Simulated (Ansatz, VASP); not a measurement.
Given: the input of a run of VASP 6.6.1 on BP.

INCAR

```
SYSTEM = BP
ALGO = Normal ; EDIFF = 1E-6
ENCUT = 520 ; GGA = PE
ISIF = 2 ; ISMEAR = 0
LASPH = .TRUE. ; LCHARG = .FALSE.
LREAL = .FALSE. ; LWAVE = .FALSE.
NBANDS = 11 ; NELM = 60
PREC = Accurate ; SIGMA = 0.013000000000000001
```

Contents of KPOINTS:

```
k-points
0
G
  10 10 10
  0 0 0
```

Contents of POSCAR:

```
BP
1.0
    0.0000000000      2.2690000000      2.2690000000
    2.2690000000      0.0000000000      2.2690000000
    2.2690000000      2.2690000000      0.0000000000
P B
1 1
Direct
    0.7500000000      0.7500000000      0.7500000000
    0.0000000000      0.0000000000      0.0000000000
```

Potentials or basis: VASP PAW PBE potentials, release 64 (P, B).

The run is started by

```sh
$ cat potpaw_PBE.64/P/POTCAR potpaw_PBE.64/B/POTCAR > POTCAR
$ mpirun -np 1 vasp_std > vasp.out
```

Q: Set up the same calculation for Ansatz 0.2.0. Potentials there: all-electron LAPW, scalar-relativistic.

A: As run (the cutoff follows the program's own potentials):

Contents of input.yaml:

```yaml
crystal:
  lattice:
    - [0.0, 2.269, 2.269]
    - [2.269, 0.0, 2.269]
    - [2.269, 2.269, 0.0]
  atoms:
    - { symbol: P, position: [0.75, 0.75, 0.75] }
    - { symbol: B, position: [0.0, 0.0, 0.0] }
kpoints:
  mp_grid: { grid: [10, 10, 10] }
scf:
  occupations: { method: gaussian, width: 0.013 }
hamiltonian:
  xc: pbe
  pseudopotentials: { kind: all_electron, lapw: { basis_error: 0.001 } }
output:
  forces: true
  stress: true
  eigenvalues: true
```

Potentials or basis: all-electron LAPW, scalar-relativistic.

Launch:

```bash
$ ansatz run input.yaml --threads 1 --pin off --max-ram 3072MiB --backend cpu --events-out ev --progress --plain --runs-dir out
```

Both were run:

|  | VASP | Ansatz | Ansatz less VASP |
| --- | --- | --- | --- |
| gap on the k mesh at the Fermi level (eV) | 1.24 | 1.25 | +0.007 |
| least direct gap on the mesh (eV) | 3.40 | 3.41 | +0.006 |
| pressure (GPa) | 0.9 | 1.1 | +0.20 |

Ansatz ran all-electron here, and VASP with PAW potentials.
